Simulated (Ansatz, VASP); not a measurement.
## SnO in VASP and in Ansatz

INCAR

```
SYSTEM = SnO
ALGO = Normal
EDIFF = 1E-6
ENCUT = 1340
GGA = CA
GGA_COMPAT = .False.
ISIF = 2
ISMEAR = -1
LASPH = .True.
LCHARG = .True.
LELF = .True.
LREAL = .False.
LVHAR = .True.
LWAVE = .False.
NBANDS = 28
NELM = 120
PREC = Accurate
SIGMA = 0.05
```

The input KPOINTS:

```
k-points
0
Gamma
  4 4 3
  0 0 0
```

The input POSCAR:

```
SnO
1.0
    3.8136952200      0.0000000000      0.0000000000
    0.0000000000      3.8136952200      0.0000000000
    0.0000000000      0.0000000000      4.8869133000
Sn O
2 2
Direct
    0.5000000000      0.0000000000      0.7646261400
    0.0000000000      0.5000000000      0.2353738600
    0.0000000000      0.0000000000      0.0000000000
    0.5000000000      0.5000000000      0.0000000000
```

input.yaml

```yaml
crystal:
  lattice:
    - [3.81369522, 0.0, 0.0]
    - [0.0, 3.81369522, 0.0]
    - [0.0, 0.0, 4.8869133]
  atoms:
    - { symbol: Sn, position: [0.5, 0.0, 0.76462614] }
    - { symbol: Sn, position: [0.0, 0.5, 0.23537386] }
    - { symbol: O, position: [0.0, 0.0, 0.0] }
    - { symbol: O, position: [0.5, 0.5, 0.0] }
hamiltonian:
  xc: lda
  pseudopotentials: { kind: paw }
kpoints:
  mp_grid: { grid: [4, 4, 3] }
  band_path:
    path:
      - [[0.0, 0.0, 0.0], [0.0, 0.5, 0.0], [0.5, 0.5, 0.0], [0.0, 0.0, 0.0], [0.0, 0.0, 0.5], [0.0, 0.5, 0.5], [0.5, 0.5, 0.5], [0.0, 0.0, 0.5]]
      - [[0.0, 0.5, 0.0], [0.0, 0.5, 0.5]]
      - [[0.5, 0.5, 0.0], [0.5, 0.5, 0.5]]
    npoints: 14
scf:
  occupations: { method: fermi_dirac, width: 0.05 }
  n_extra_bands: 10
output:
  forces: true
  stress: true
  eigenvalues: true
  fatbands: true
```

Alike in both runs: functional LDA; k mesh 4 × 4 × 3; occupations fermi-dirac, width 0.05 eV; no spin polarisation.

|  | VASP | Ansatz |
| --- | --- | --- |
| version | VASP 6.6.1 | Ansatz 0.2.0 |
| potentials or method | VASP PAW LDA potentials, release 64 (Sn_d, O_h) | Ansatz PAW |
| plane-wave cutoff (eV) | 1340 | 420 |
| valence electrons in the cell | 40 | 40 |
| task | single point | band structure |

Ansatz gave:

```
gap on the k mesh at the Fermi level (eV)                     : 0.23
least direct gap on the mesh (eV)                             : 2.06
pressure (GPa)                                                : -3.3
traceless stress, the component that is largest in VASP (GPa) : 0.35
rms of the force components (eV/Å)                            : 0.088
```

Problem. Estimate VASP's values.

Solution. gap on the k mesh at the Fermi level (eV): 0.22; least direct gap on the mesh (eV): 2.03; pressure (GPa): -3.0; traceless stress, the component that is largest in VASP (GPa): 0.39; rms of the force components (eV/Å): 0.048.

LDA's correlation is that of Perdew and Zunger in VASP and of Perdew and Wang (1992) in Ansatz. Atom by atom the forces differ by 0.041 eV/Å (rms over components).

The k mesh is coarse, so the values compare programs but aren't converged.
